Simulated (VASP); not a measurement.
Write the native input for VASP 6.6.1 that does the following.

- Task: single point
- Functional: HSE06
- Potentials or basis: VASP PAW PBE potentials, release 64 (Hg, Te)
- Cutoff: 520 eV
- k mesh: 4 × 4 × 4
- Occupations: fermi-dirac, width 0.02 eV
- Spin: no spin polarisation
- Dipole correction: no
- Grid for exact exchange (PRECFOCK): Normal
- Further INCAR settings: ALGO = Normal; EDIFF = 1e-07; NBANDS = 16
- Share of exact exchange: 0.25
- Screening parameter: 0.2079 1/Å

The system is HgTe.

```
Hg Te
1.0
     0.00000    3.45197    3.45197
     3.45197    0.00000    3.45197
     3.45197    3.45197    0.00000
Hg Te
1 1
Direct
  0.00000 0.00000 0.00000
  0.25000 0.25000 0.25000
```

This cell differs from its parent crystal: strain +5.0%.

These files were run (other wordings do the same):

POSCAR

```
HgTe
1.0
    0.0000000000      3.4519712026      3.4519712026
    3.4519712026      0.0000000000      3.4519712026
    3.4519712026      3.4519712026      0.0000000000
Hg Te
1 1
Direct
    0.0000000000      0.0000000000      0.0000000000
    0.2500000000      0.2500000000      0.2500000000
```

INCAR.step1

```
PREC = Accurate
ENCUT = 520
EDIFF = 1E-5
ISMEAR = -1
SIGMA = 0.02
LREAL = F
LASPH = T
NELM = 80
ALGO = Normal
ISIF = 2
LWAVE = T
LCHARG = F
NBANDS = 16
GGA = PE
```

INCAR.step2

```
PREC = Accurate
ENCUT = 520
EDIFF = 1E-7
ISMEAR = -1
SIGMA = 0.02
LREAL = F
LASPH = T
NELM = 80
ALGO = Normal
ISIF = 2
LWAVE = F
LCHARG = F
GGA = PE
LHFCALC = T
HFSCREEN = 0.2079
PRECFOCK = Normal
NBANDS = 16
ISTART = 1
```

KPOINTS

```
regular mesh
0
Gamma
  4 4 4
```

Potentials or basis: VASP PAW PBE potentials, release 64 (Hg, Te).

The run is started by

```console
$ cat potpaw_PBE.64/Hg/POTCAR potpaw_PBE.64/Te/POTCAR > POTCAR
$ cp INCAR.step1 INCAR
$ mpirun -np 1 vasp_std > vasp.out
$ cp INCAR.step2 INCAR
$ mpirun -np 1 vasp_std > vasp.out
```

It gave:

```
Pressure               : -4.0 GPa
Band gap on the k mesh : zero (filled and empty bands touch)
```

Caveat: the k points lie up to 0.39 Å⁻¹ apart; the cell differs from its parent crystal (strain +5.0%); the PAW data sets were made with another functional, which shifts forces and pressure a little; spin-orbit coupling is left out, which moves the levels of the heavy elements.

Wall time 24 min on 1 thread of Intel Xeon 8259CL, with other jobs on the host, peak memory 0.33 GiB.
